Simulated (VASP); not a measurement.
BiMo (zincblende type), 2 atoms in the cell. It takes space group F-43m (No. 216, cubic). The conventional cell has a = 6.273 Å, b = 6.273 Å, c = 6.273 Å, α = 90.00°, β = 90.00°, γ = 90.00°. Mo (site symmetry -43m) has 4 Bi at 2.72 Å within 3.6 Å. Within 3.6 Å of Bi (site symmetry -43m) lie 4 Mo at 2.72 Å.  This cell differs from its parent crystal: volume scaled by 0.98.

| Quantity | Value |
| --- | --- |
| Program | VASP 6.6.1 |
| Task | electric field gradients |
| Functional | PBE |
| Potentials or basis | VASP PAW PBE potentials, release 64 (Mo_sv, Bi_d) |
| Cutoff | 520 eV |
| k mesh | 11 × 11 × 11 |
| Occupations | fermi-dirac, width 0.08 eV |
| Spin | no spin polarisation |
| Dipole correction | no |
| Further INCAR settings | ALGO = Normal; EDIFF = 1e-08; NBANDS = 22 |

Potentials or basis: VASP PAW PBE potentials, release 64 (Mo_sv, Bi_d).

Launch:

```console
$ cat potpaw_PBE.64/Mo_sv/POTCAR potpaw_PBE.64/Bi_d/POTCAR > POTCAR
$ mpirun -np 1 vasp_std > vasp.out
```

Hardware: 1 thread of Intel(R) Xeon(R) 6975P-C (Granite Rapids), on a shared host.

Q: How long does it take, and how much memory?

A: Wall time 34 s on 1 thread of Intel(R) Xeon(R) 6975P-C (Granite Rapids) (shared host), peak memory 0.24 GiB. Counts: scf iterations 15, k points 56.
